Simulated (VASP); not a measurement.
## Cu: single point with PBE

The system is Cu.

```
Cu
1.0
    -2.56801    0.00000    0.00000
    -1.28401   -2.22396    0.00000
     0.00000    0.00000   13.08058
Cu
6
Direct
  0.33333 0.33333 0.88164
  0.33333 0.33333 0.24046
  0.33333 0.33333 0.56105
  0.66667 0.66667 0.08016
  0.66667 0.66667 0.40076
  0.66667 0.66667 0.72135
```

This cell differs from its parent crystal: the distance across one plane changed.

```yaml
Program: VASP 6.6.1
Task: single point
Functional: PBE
Potentials_or_basis: VASP PAW PBE potentials, release 64 (Cu)
Cutoff: 520 eV
k_mesh: 26 × 26 × 5
Occupations: gaussian, width 0.15 eV
Spin: no spin polarisation
```

```yaml
Pressure: -2.2 GPa
Largest_force: 0.647 eV/Å
Band_gap_on_the_k_mesh: zero (bands 33 and 34 overlap by 5.23 eV)
```

Forces in eV/Å, atoms in the order of the input:
```
Cu   0.000  0.000  0.647
Cu   0.000  0.000 -0.063
Cu   0.000  0.000  0.011
Cu   0.000  0.000 -0.647
Cu   0.000  0.000 -0.011
Cu   0.000  0.000  0.063
```

Stress tensor (GPa, compression positive):
```
-1.41  0.00  0.00
 0.00 -1.41  0.00
 0.00  0.00 -3.66
```

Levels at points of the mesh, in eV from the Fermi level:
```tsv
k point	band 30	band 31	band 32	band 33	band 34	band 35	band 36	band 37	band 38	band 39
(0.00, 0.00, 0.00)	-1.76	-1.76	-1.70	-1.70	-1.66	-1.66	-1.07	2.77	7.12	8.00
(0.50, 0.00, 0.00)	-1.40	-0.01	0.01	0.21	1.19	1.26	1.60	4.87	5.13	5.27
```

Run time: 19 min on 1 thread of Intel(R) Xeon(R) Platinum 8259CL CPU @ 2.50GHz (Skylake/Cascade Lake), on a shared host, peak memory 0.71 GiB.

Caveat: the cell differs from its parent crystal (the distance across one plane changed).
